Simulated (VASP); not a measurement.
Input of a VASP 6.6.1 run:

INCAR

```
  PREC = Accurate
  ENCUT = 1300
  EDIFF = 1E-6
  ISMEAR = -1
  SIGMA = 0.05
  LREAL = F
  LASPH = T
  NELM = 200
  ALGO = Normal
  ISIF = 2
  LWAVE = F
  LCHARG = F
  ISPIN = 2
  MAGMOM = 2 0
  LORBIT = 11
  LMAXMIX = 4
  GGA = PE
  NBANDS = 20
  GGA_COMPAT = F
```

The input KPOINTS:

```
regular mesh
0
Gamma
  13 13 12
```

The input POSCAR:

```
WC
1.0
    2.9065000000      0.0000000000      0.0000000000
   -1.4532500000      2.5171028361      0.0000000000
    0.0000000000      0.0000000000      2.8366000000
W C
1 1
Direct
    0.0000000000      0.0000000000      0.0000000000
    0.6666666667      0.3333333333      0.5000000000
```

Potentials or basis: VASP PAW PBE potentials, release 64 (W_sv, C_h).

Launch:

```bash
$ cat potpaw_PBE.64/W_sv/POTCAR potpaw_PBE.64/C_h/POTCAR > POTCAR
$ mpirun -np 1 vasp_std > vasp.out
```

(1) What does it give for the pressure?

(2) Estimate the net moment.

## Answers

(1) 6.7 GPa.

(2) 0.00 μB per cell.

Caveat: the cell stands under pressure.
